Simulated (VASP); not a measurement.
Here is a VASP 6.6.1 calculation.

Contents of INCAR:

```
SYSTEM = Rh
ALGO     = Normal         ! electronic algorithm
EDIFF    = 1E-7           ! SCF threshold, eV
ENCUT    = 520            ! plane-wave cutoff, eV
GGA      = CA             ! functional
ISIF     = 2              ! what is computed and relaxed
ISMEAR   = 1              ! smearing method
LASPH    = .TRUE.         ! aspherical terms in the spheres
LCHARG   = .FALSE.        ! write CHGCAR
LREAL    = .FALSE.        ! projectors in reciprocal space
LWAVE    = .FALSE.        ! write WAVECAR
NBANDS   = 14             ! bands
NELM     = 80             ! most SCF steps
PREC     = Accurate       ! precision mode
SIGMA    = 0.05           ! smearing width, eV
```

KPOINTS

```
k-points
0
G
  21 21 21
  0 0 0
```

POSCAR

```
Rh
1.0
    0.0000000000      1.8766909652      1.8766909652
    1.8766909652      0.0000000000      1.8766909652
    1.8766909652      1.8766909652      0.0000000000
Rh
1
Direct
    0.0000000000      0.0000000000      0.0000000000
```

Potentials or basis: VASP PAW LDA potentials, release 64 (Rh_pv).

Launch:

```bash
$ cat potpaw_LDA.64/Rh_pv/POTCAR > POTCAR
$ mpirun -np 1 vasp_std > vasp.out
```

**Question.** Predict the band gap on the k mesh.

**Answer.** Zero (an odd number of electrons rules out a gap without spin polarisation).

**Question.** What does it give for the pressure?

**Answer.** 0.9 GPa.
